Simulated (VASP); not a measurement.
# Gd2O (I4_1/amd) in VASP: relaxation of cell and atoms with PBE

Aim: the relaxation of cell and atoms of Gd2O with PBE.

Everything below comes from runs of VASP 6.6.1. Logs are shortened: lines on timing, memory, paths and dates and some standing lists are left out, and cuts for length are marked.

## (1) The cell of the first run

Symmetry: I4_1/amd, No. 141, tetragonal system. Conventional cell: a = 4.970 Å, b = 4.970 Å, c = 9.930 Å, α = 90.00°, β = 90.00°, γ = 90.00°. Within 3.2 Å of Gd (site symmetry 2mm) lie 3 O at 2.43 to 2.49 Å. O (site symmetry -4m2) has 6 Gd at 2.43 to 2.49 Å within 3.2 Å.

## (2) Relaxation of cell and atoms, PBE, collinear spin, ferromagnetic start

File INCAR:

```
PREC = Accurate
ENCUT = 600
EDIFF = 1E-6
ISMEAR = 0
SIGMA = 0.2
LREAL = F
LASPH = T
NELM = 150
ALGO = Normal
ISIF = 3
LWAVE = F
LCHARG = F
ISPIN = 2
MAGMOM = 7 7 7 7 0 0
LORBIT = 11
LMAXMIX = 6
GGA = PE
IBRION = 2
NSW = 36
EDIFFG = -0.08
KPAR = 4
```

File KPOINTS:

```
regular mesh
0
Gamma
  5 5 5
```

File POSCAR:

```
Gd2O
1.0
   -2.4850000000      2.4850000000      4.9650000000
    2.4850000000     -2.4850000000      4.9650000000
    2.4850000000      2.4850000000     -4.9650000000
Gd O
4 2
Direct
    0.5050000000      0.0050000000      0.5000000000
    0.9950000000      0.4950000000      0.5000000000
    0.2450000000      0.2450000000      0.0000000000
    0.7550000000      0.7550000000      0.0000000000
    0.7500000000      0.2500000000      0.5000000000
    0.0000000000      0.0000000000      0.0000000000
```

Potentials or basis: VASP PAW PBE potentials, release 64 (Gd, O).

Command:

```console
> cat potpaw_PBE.64/Gd/POTCAR potpaw_PBE.64/O/POTCAR > POTCAR
> mpirun -np 4 vasp_std > vasp.out
```

OUTCAR:

```text
PREC = Accurate
   ENCUT = 600
   EDIFF = 1E-6
   ISMEAR = 0
   LREAL = F
   LASPH = T
   NELM = 150
   ISIF = 3
   ISPIN = 2
   LORBIT = 11
   GGA = PE
   IBRION = 2
   NSW = 36
   EDIFFG = -0.08

 ion  position               nearest neighbor table
   1  0.505  0.005  0.500-   5 2.43   6 2.49   6 2.49   3 3.44   3 3.44   4 3.51   4 3.51   4 3.51
                             4 3.51   2 3.52   2 3.52   2 3.52   2 3.52
   2  0.995  0.495  0.500-   5 2.43   6 2.49   6 2.49   4 3.44   4 3.44   3 3.51   3 3.51   3 3.51
                             3 3.51   1 3.52   1 3.52   1 3.52   1 3.52
   3  0.245  0.245  0.000-   6 2.43   5 2.49   5 2.49   1 3.44   1 3.44   2 3.51   2 3.51   2 3.51
                             2 3.51   4 3.52   4 3.52   4 3.52   4 3.52
   4  0.755  0.755  0.000-   6 2.43   5 2.49   5 2.49   2 3.44   2 3.44   1 3.51   1 3.51   1 3.51
                             1 3.51   3 3.52   3 3.52   3 3.52   3 3.52
   5  0.750  0.250  0.500-   1 2.43   2 2.43   4 2.49   3 2.49   4 2.49   3 2.49
   6  0.000  0.000  0.000-   3 2.43   4 2.43   1 2.49   2 2.49   1 2.49   2 2.49

  LATTYP: Found a body centered tetragonal cell.
 ALAT       =     4.9700000000
 C/A-ratio  =     1.9979879276

  Lattice vectors:

 A1 = (  -2.4850000000,   2.4850000000,   4.9650000000)
 A2 = (   2.4850000000,  -2.4850000000,   4.9650000000)
 A3 = (   2.4850000000,   2.4850000000,  -4.9650000000)

Analysis of symmetry for initial positions (statically):
=====================================================================
 Subroutine PRICEL returns:
 Original cell was already a primitive cell.

 Routine SETGRP: Setting up the symmetry group for a
 body centered tetragonal supercell.

 Subroutine GETGRP returns: Found 16 space group operations
 (whereof  8 operations were pure point group operations)
 out of a pool of 16 trial point group operations.

The static configuration has the point symmetry D_2d.
 The point group associated with its full space group is D_4h.

Analysis of symmetry for dynamics (positions and initial velocities):
=====================================================================
 Subroutine PRICEL returns:
 Original cell was already a primitive cell.

 Routine SETGRP: Setting up the symmetry group for a
 body centered tetragonal supercell.

 Subroutine GETGRP returns: Found 16 space group operations
 (whereof  8 operations were pure point group operations)
 out of a pool of 16 trial point group operations.

The dynamic configuration has the point symmetry D_2d.
 The point group associated with its full space group is D_4h.

Analysis of structural, dynamic, and magnetic symmetry:
=====================================================================
 Subroutine PRICEL returns:
 Original cell was already a primitive cell.

 Routine SETGRP: Setting up the symmetry group for a
 body centered tetragonal supercell.

 Subroutine GETGRP returns: Found 16 space group operations
 (whereof  8 operations were pure point group operations)
 out of a pool of 16 trial point group operations.

The overall configuration has the point symmetry D_2d.
 The point group associated with its full space group is D_4h.

 Subroutine INISYM returns: Found 16 space group operations
 (whereof  8 operations are pure point group operations),
 and found     1 'primitive' translations

----------------------------------------------------------------------------------------

                                     Primitive cell

  volume of cell :     122.6400

  direct lattice vectors                    reciprocal lattice vectors
    -2.485000000  2.485000000  4.965000000     0.000000000  0.201207243  0.100704935
     2.485000000 -2.485000000  4.965000000     0.201207243  0.000000000  0.100704935
     2.485000000  2.485000000 -4.965000000     0.201207243  0.201207243  0.000000000

  length of vectors
     6.082900213  6.082900213  6.082900213     0.225001864  0.225001864  0.284550013

  position of ions in fractional coordinates (direct lattice)
     0.505000000  0.005000000  0.500000000
     0.995000000  0.495000000  0.500000000
     0.245000000  0.245000000  0.000000000
     0.755000000  0.755000000  0.000000000
     0.750000000  0.250000000  0.500000000
     0.000000000  0.000000000  0.000000000

  ion indices of the primitive-cell ions
   primitive index   ion index
                 1           1
                 2           2
                 3           3
                 4           4
                 5           5
                 6           6

----------------------------------------------------------------------------------------

 KPOINTS: regular mesh

Automatic generation of k-mesh.
 Grid dimensions read from file:
 generate k-points for:    5    5    5

 Generating k-lattice:

  Cartesian coordinates                     Fractional coordinates (reciprocal lattice)
     0.000000000  0.040241449  0.020140987     0.200000000  0.000000000 -0.000000000
     0.040241449  0.000000000  0.020140987     0.000000000  0.200000000 -0.000000000
     0.040241449  0.040241449  0.000000000     0.000000000  0.000000000  0.200000000

  Length of vectors
     0.045000373  0.045000373  0.056910003

  Shift w.r.t. Gamma in fractional coordinates (k-lattice)
     0.000000000  0.000000000  0.000000000

 Subroutine IBZKPT returns following result:
 ===========================================

 Found     18 irreducible k-points:

 Following reciprocal coordinates:
            Coordinates               Weight
  0.000000  0.000000  0.000000      1.000000
  0.200000  0.000000  0.000000      8.000000
  0.400000  0.000000 -0.000000      8.000000
  0.200000  0.200000  0.000000      8.000000
  0.400000  0.200000  0.000000     16.000000
 -0.400000  0.200000  0.000000     16.000000
[... 10 lines left out ...]
 -0.400000  0.400000  0.400000      4.000000
 -0.400000 -0.400000  0.400000      2.000000
   k-points           NKPTS =     18   k-points in BZ     NKDIM =     18   number of bands    NBANDS=     64
   number of dos      NEDOS =    301   number of ions     NIONS =      6
   total plane-waves  NPLWV = 125000
   dimension x,y,z NGX =    50 NGY =   50 NGZ =   50
   dimension x,y,z NGXF=   100 NGYF=  100 NGZF=  100
   ions per type =               4   2
   NGX,Y,Z   is equivalent  to a cutoff of  13.67, 13.67, 13.67 a.u.
   NGXF,Y,Z  is equivalent  to a cutoff of  27.33, 27.33, 27.33 a.u.
 SYSTEM =  unknown system
   PREC   = accura    normal or accurate (medium, high low for compatibility)
   ISTART =      0    job   : 0-new  1-cont  2-samecut
   ICHARG =      2    charge: 1-file 2-atom 10-const
   ISPIN  =      2    spin polarized calculation?
   LNONCOLLINEAR =      F non collinear calculations
   LSORBIT =      F    spin-orbit coupling
   LASPH  =      T    aspherical Exc in radial PAW
   ENCUT  =  600.0 eV  44.10 Ry    6.64 a.u.  12.15 12.15 12.15*2*pi/ulx,y,z
   NELM   =    150;   NELMIN=  2; NELMDL= -5     # of ELM steps
   EDIFF  = 0.1E-05   stopping-criterion for ELM
   LREAL  =      F    real-space projection
   EDIFFG = -.8E-01   stopping-criterion for IOM
   NSW    =     36    number of steps for IOM
   IBRION =      2    ionic relax: 0-MD 1-quasi-New 2-CG
   NFREE  =      1    steps in history (QN), initial steepest desc. (CG)
   ISIF   =      3    stress and relaxation
   ISYM   =      2    0-nonsym 1-usesym 2-fastsym
   POTIM  = 0.5000    time-step for ionic-motion
   TEBEG  =    0.0;   TEEND  =   0.0 temperature during run
   PSTRESS=    0.0 pullay stress
   NELECT =      84.0000    total number of electrons
   NUPDOWN=      -1.0000    fix difference up-down
   EMIN   =  10.00;   EMAX   =-10.00  energy-range for DOS
   EFERMI =   0.00;   METHOD = LEGACY
   ISMEAR =     0;   SIGMA  =   0.20  broadening in eV -4-tet -1-fermi 0-gaus
   EFERMI_NEDOS =   21; number of points for ismear=-14 and -15
   IALGO  =     38    algorithm
   IMIX   =      4    mixing-type and parameters
     AMIX     =   0.40;   BMIX     =  1.00
     AMIX_MAG =   1.60;   BMIX_MAG =  1.00
  volume/ion in A,a.u.               =      20.44       137.94
  Fermi-wavevector in a.u.,A,eV,Ry     =   1.443081  2.727027 28.333882  2.082482
  Thomas-Fermi vector in A             =   2.561528
   LORBIT       =     11    0 simple, 1 ext, 2 COOP (PROOUT), +10 PAW based schemes
   GGA     = PE    functional components
   LHFCALC =     F    Hartree Fock is set to
   AEXX    =    0.0000 exact exchange contribution
   IVDW    =     0    specifies the selected vdW correction
   LEPSILON=     F    determine dielectric tensor
   LRPA    =     F    only Hartree local field effects (RPA)
 conjugate gradient relaxation of ions
 spin polarized calculation
 Gauss-broadening in eV      SIGMA  =   0.20
  energy-cutoff  :      600.00
  volume of cell :      122.64
 maximum number of plane-waves:      4109
 NGX is ok and might be reduce to    50
   NGX = 25   NGY = 25   NGZ = 25

--------------------------------------- Ionic step        1  -------------------------------------------

 number of electron      83.9999994 magnetization      29.6440353

 Free energy of the ion-electron system (eV)
  ---------------------------------------------------
  ext. energy  EPLUGINS =         0.00000000
  ---------------------------------------------------
  free energy    TOTEN  =       -67.62410570 eV

  energy without entropy =      -67.49121974  energy(sigma->0) =      -67.55766272

------------------------ aborting loop because EDIFF is reached ----------------------------------------

  FORCE on cell =-STRESS in cart. coord.  units (eV):
  Direction    XX          YY          ZZ          XY          YZ          ZX
  --------------------------------------------------------------------------------------
  -------------------------------------------------------------------------------------
  Total        0.2200238      0.2200238      2.5709262      0.0000000      0.0000000      0.0000000
  in kB        2.8744068      2.8744068     33.5867634      0.0000000      0.0000000      0.0000000
  external PRESSURE =      13.1118590 kB  Pullay stress =       0.0000000 kB
[... 225 lines left out ...]
  energy  without entropy=      -67.6863341696  energy(sigma->0) =      -67.74235624

--------------------------------------- Ionic step        7  -------------------------------------------

 number of electron      83.9999996 magnetization      28.8297362

 Free energy of the ion-electron system (eV)
  ---------------------------------------------------
  ext. energy  EPLUGINS =         0.00000000
  ---------------------------------------------------
  free energy    TOTEN  =       -67.80797818 eV

  energy without entropy =      -67.68623007  energy(sigma->0) =      -67.74710413

 E-fermi :   4.2062     XC(G=0): -10.8198

 val. band max:        4.2046651252   @ k =   0.2000   0.0000   0.0000
 cond. band min:       4.2188057921   @ k =   0.2000   0.2000   0.2000
 fundamental gap:      0.0141406669
 Fermi energy:         4.2061971385

 spin component 1

 k-point     1 :       0.0000    0.0000    0.0000
  band No.  band energies     occupation
      1     -40.9868      1.00000
      2     -40.8847      1.00000
      3     -40.8655      1.00000
      4     -40.8526      1.00000
      5     -18.7969      1.00000
      6     -18.7014      1.00000
[... 1015 lines left out ...]
     53       1.5267      1.00000
     54       1.8582      1.00000
 Fermi energy:         4.2061971385

 spin component 2

 k-point     1 :       0.0000    0.0000    0.0000
  band No.  band energies     occupation
      1     -37.8552      1.00000
      2     -37.7236      1.00000
      3     -37.7000      1.00000
      4     -37.6843      1.00000
      5     -16.7057      1.00000
      6     -16.6899      1.00000
[... 1015 lines left out ...]
     53       5.0685      0.00000
     54       5.1002      0.00000
 [bands above 54 left out]

------------------------ aborting loop because EDIFF is reached ----------------------------------------

  FORCE on cell =-STRESS in cart. coord.  units (eV):
  Direction    XX          YY          ZZ          XY          YZ          ZX
  --------------------------------------------------------------------------------------
  -------------------------------------------------------------------------------------
  Total        0.0508982      0.0508982      0.3809273      0.0000000      0.0000000     -0.0000000
  in kB        0.6472046      0.6472046      4.8437444      0.0000000      0.0000000     -0.0000000
  external PRESSURE =       2.0460512 kB  Pullay stress =       0.0000000 kB
[... 21 lines left out ...]
  FREE ENERGIE OF THE ION-ELECTRON SYSTEM (eV)
  ---------------------------------------------------
  free  energy   TOTEN  =       -67.8079781823 eV

  energy  without entropy=      -67.6862300738  energy(sigma->0) =      -67.74710413

 reached required accuracy - stopping structural energy minimisation

 total charge

# of ion       s       p       d       f       tot
--------------------------------------------------
    1        2.043   5.598   0.583   7.021  15.245
    2        2.043   5.598   0.583   7.021  15.245
    3        2.043   5.598   0.583   7.021  15.245
    4        2.043   5.598   0.583   7.021  15.245
    5        1.556   3.426   0.000   0.000   4.981
    6        1.556   3.426   0.000   0.000   4.981
--------------------------------------------------
tot         11.283  29.244   2.331  28.084  70.942

 magnetization (x)

# of ion       s       p       d       f       tot
--------------------------------------------------
    1       -0.002  -0.070   0.122   6.784   6.835
    2       -0.002  -0.070   0.122   6.784   6.835
    3       -0.002  -0.070   0.122   6.784   6.835
    4       -0.002  -0.070   0.122   6.784   6.835
    5       -0.003  -0.031   0.000   0.000  -0.034
    6       -0.003  -0.031   0.000   0.000  -0.034
--------------------------------------------------
tot         -0.012  -0.341   0.488  27.137  27.272
```

Run time: 36 min. Hardware: 4 MPI ranks of Intel Xeon Platinum 8488C (Sapphire Rapids), shared host; peak memory 0.67 GiB.

What came out:

```
Free energy                                           : -67.8080 eV
Relaxed volume                                        : 21.00 Å³/atom
Relaxed cell                                          : a = 6.341 Å, b = 6.341 Å, c = 6.341 Å, α = 134.90°, β = 134.90°, γ = 65.68°
Space group after relaxing (to 0.1 Å)                 : I4_1/amd (No. 141)
Energy gained by relaxing                             : 30.6 meV/atom
Ionic steps                                           : 7
Pressure after relaxing                               : 0.2 GPa
Largest force after relaxing                          : 0.060 eV/Å
Net moment                                            : 28.83 μB per cell
Site moments                                          : Gd +6.83; O -0.03 μB
Valence electrons inside the program's atomic spheres : Gd 15.24; O 4.98
```

Forces on the atoms (eV/Å):
```
Gd   0.000  0.000  0.060
Gd   0.000  0.000 -0.060
Gd   0.000  0.000 -0.060
Gd   0.000  0.000  0.060
O    0.000  0.000  0.000
O    0.000  0.000  0.000
```

Stress tensor (GPa, compression positive):
```
0.06 0.00 0.00
0.00 0.06 0.00
0.00 0.00 0.48
```

Step by step:
```tsv
step	energy change (eV)	largest force (eV/Å)	pressure (GPa)	volume (Å³)
1	0.0000	0.3409	1.31	122.64
2	-0.0589	0.3461	-0.39	125.62
3	-0.0807	0.3398	-1.86	128.21
4	-0.1212	0.2732	-1.20	127.65
5	-0.1652	0.1692	-0.45	126.78
6	-0.1743	0.0379	2.76	124.93
7	-0.1839	0.0602	0.20	126.00
```

Final structure:
```cif
data_structure
_symmetry_space_group_name_H-M 'P 1'
_symmetry_Int_Tables_number 1
_cell_length_a 6.3412
_cell_length_b 6.3412
_cell_length_c 6.3412
_cell_angle_alpha 134.905
_cell_angle_beta 134.905
_cell_angle_gamma 65.678
_cell_volume 126.00
loop_
_atom_site_label
_atom_site_type_symbol
_atom_site_fract_x
_atom_site_fract_y
_atom_site_fract_z
_atom_site_occupancy
Gd1 Gd 0.51373 0.01373 0.50000 1
Gd2 Gd 0.98627 0.48627 0.50000 1
Gd3 Gd 0.23627 0.23627 0.00000 1
Gd4 Gd 0.76373 0.76373 0.00000 1
O1 O 0.75000 0.25000 0.50000 1
O2 O 0.00000 0.00000 0.00000 1
```

Caveat: the bands computed are all filled at some k points, so no gap is given; spin-orbit coupling is left out, which moves the levels of the heavy elements; semilocal functionals describe open f shells poorly, which spoils levels, moments and volumes; the relaxation stopped at a loose force limit of 0.08 eV/Å, so its end isn't a converged minimum. The state reached can hang on the start; a lower one may exist.
